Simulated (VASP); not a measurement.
A run of VASP 6.6.1 is set up as follows.

File INCAR:

```
PREC     = Accurate       # precision mode
ENCUT    = 520            # plane-wave cutoff, eV
EDIFF    = 1E-6           # SCF threshold, eV
ISMEAR   = -1             # smearing method
SIGMA    = 0.05           # smearing width, eV
LREAL    = F              # projectors in reciprocal space
LASPH    = T              # aspherical terms in the spheres
NELM     = 60             # most SCF steps
ALGO     = Normal         # electronic algorithm
ISIF     = 2              # what is computed and relaxed
LWAVE    = F              # write WAVECAR
LCHARG   = T              # write CHGCAR
GGA      = PE             # functional
LELF     = T              # ELF
LVHAR    = T            
NBANDS   = 13             # bands
```

Contents of KPOINTS:

```
regular mesh
0
Gamma
  16 16 16
```

File POSCAR:

```
Ru
1.0
    0.0000000000      1.9054056441      1.9054056441
    1.9054056441      0.0000000000      1.9054056441
    1.9054056441      1.9054056441      0.0000000000
Ru
1
Direct
    0.0000000000      0.0000000000      0.0000000000
```

Potentials or basis: VASP PAW PBE potentials, release 64 (Ru_pv).

Run with:

```bash
$ cat potpaw_PBE.64/Ru_pv/POTCAR > POTCAR
$ mpirun -np 1 vasp_std > vasp.out
```

Task: Predict the band gap on the k mesh.

Result: Zero (band 7 reaches 14.60 eV, above the bottom of band 8 at 11.11 eV).

Task: What does it give for the pressure?

Result: -0.1 GPa.
